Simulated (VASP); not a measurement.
Set up this calculation in VASP 6.6.1, as the native input.

```
Task                   : single point
Functional             : PBEsol
Potentials or basis    : VASP PAW PBE potentials, release 64 (I)
Cutoff                 : 520 eV
k mesh                 : 12 × 12 × 18
Occupations            : gaussian, width 0.1 eV
Spin                   : no spin polarisation
Dipole correction      : no
Further INCAR settings : ALGO = Normal; EDIFF = 1e-06; NBANDS = 10
```

The structure of I lies in POSCAR:

```
I
1.0
    2.4941888883     -3.6001649462     -0.2872776348
    2.5778844793      3.6574808120      0.1575173576
   -1.6802607006      0.1245661909      2.6093006688
I
1
Direct
    0.5000000000      0.5000000000      0.5000000000
```

This cell differs from its parent crystal: strained.

The input as run:

INCAR

```
PREC = Accurate
ENCUT = 520
EDIFF = 1E-6
ISMEAR = 0
SIGMA = 0.1
LREAL = False
LASPH = True
NELM = 100
ALGO = Normal
ISIF = 2
LWAVE = False
LCHARG = True
GGA = PS
LELF = True
LVHAR = True
NBANDS = 10
```

KPOINTS

```
regular mesh
0
Gamma
  12 12 18
```

Potentials or basis: VASP PAW PBE potentials, release 64 (I).

Command:

```console
$ cat potpaw_PBE.64/I/POTCAR > POTCAR
$ mpirun -np 1 vasp_std > vasp.out
```

It gave:

- Pressure: -3.2 GPa

Caveat: the cell differs from its parent crystal (strained); the PAW data sets were made with another functional, which shifts forces and pressure a little; an odd number of electrons without spin polarisation forces a metal; a magnetic or distorted state may lie lower.

Run time: 2.3 min on 1 thread of Intel(R) Xeon(R) 6975P-C (Granite Rapids), on a shared host, peak memory 0.64 GiB.
